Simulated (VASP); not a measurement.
Input of a VASP 6.6.1 run:

The input POSCAR:

```
Al2O3
1.0
    2.8641420174      0.0000000000      0.0000000000
   -1.4320710087      2.4804197471      0.0000000000
    0.0000000000      0.0000000000      6.8332801002
Al O
2 3
Direct
    0.3333333333      0.6666666667      0.1993408385
    0.6666666667      0.3333333333      0.8006591615
    0.0000000000      0.0000000000      0.0000000000
    0.3333333333      0.6666666667      0.7032066470
    0.6666666667      0.3333333333      0.2967933530
```

INCAR.step1

```
  PREC = Accurate
  ENCUT = 520
  ISMEAR = 0
  SIGMA = 0.01
  LREAL = False
  LASPH = True
  NELM = 60
  NBANDS = 20
  GGA = PE
  ALGO = Normal
  EDIFF = 1E-4
  LWAVE = True
  LCHARG = False
```

The input INCAR.step2:

```
  PREC = Accurate
  ENCUT = 520
  EDIFF = 1E-6
  ISMEAR = 0
  SIGMA = 0.01
  LREAL = False
  LASPH = True
  NELM = 60
  ALGO = Normal
  ISIF = 2
  LWAVE = False
  LCHARG = False
  METAGGA = R2SCAN
  LMIXTAU = True
  NBANDS = 20
  ISTART = 1
```

The input KPOINTS:

```
regular mesh
0
Gamma
  12 12 4
```

Potentials or basis: VASP PAW PBE potentials, release 64 (Al, O).

Run with:

```sh
$ cat potpaw_PBE.64/Al/POTCAR potpaw_PBE.64/O/POTCAR > POTCAR
$ cp INCAR.step1 INCAR
$ mpirun -np 1 vasp_std > vasp.out
$ cp INCAR.step2 INCAR
$ mpirun -np 1 vasp_std > vasp.out
```

(1) Predict the band gap on the k mesh.

(2) Estimate the largest force.

Results:

(1) 5.63 eV (least direct gap 5.67 eV).

(2) 0.037 eV/Å.

Caveat: the PAW data sets were made with another functional, which shifts forces and pressure a little.
